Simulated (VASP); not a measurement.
Ni, 1 atom in the cell. It takes space group Fm-3m (No. 225, cubic). The conventional cell has a = 3.536 Å, b = 3.536 Å, c = 3.536 Å, α = 90.00°, β = 90.00°, γ = 90.00°. Ni (site symmetry m-3m) has 12 Ni at 2.50 Å within 3.3 Å. 

```yaml
Program: VASP 6.6.1
Task: single point
Functional: PBE
Potentials_or_basis: VASP PAW PBE potentials, release 64 (Ni)
Cutoff: 600 eV
k_mesh: 14 × 14 × 14
Occupations: fermi-dirac, width 0.05 eV
Spin: no spin polarisation
Dipole_correction: no
Further_INCAR_settings: ALGO = Normal; EDIFF = 1e-06; NBANDS = 11
```

Potentials or basis: VASP PAW PBE potentials, release 64 (Ni).

Run with:

```bash
$ cat potpaw_PBE.64/Ni/POTCAR > POTCAR
$ mpirun -np 1 vasp_std > vasp.out
```

Hardware: 1 thread of Intel(R) Xeon(R) Platinum 8488C (Sapphire Rapids), on a shared host.

Estimate the wall time of this run.

Run time: 8.3 s on 1 thread of Intel(R) Xeon(R) Platinum 8488C (Sapphire Rapids) (shared host), peak memory 0.13 GiB. Counts: scf iterations 12, k points 104.
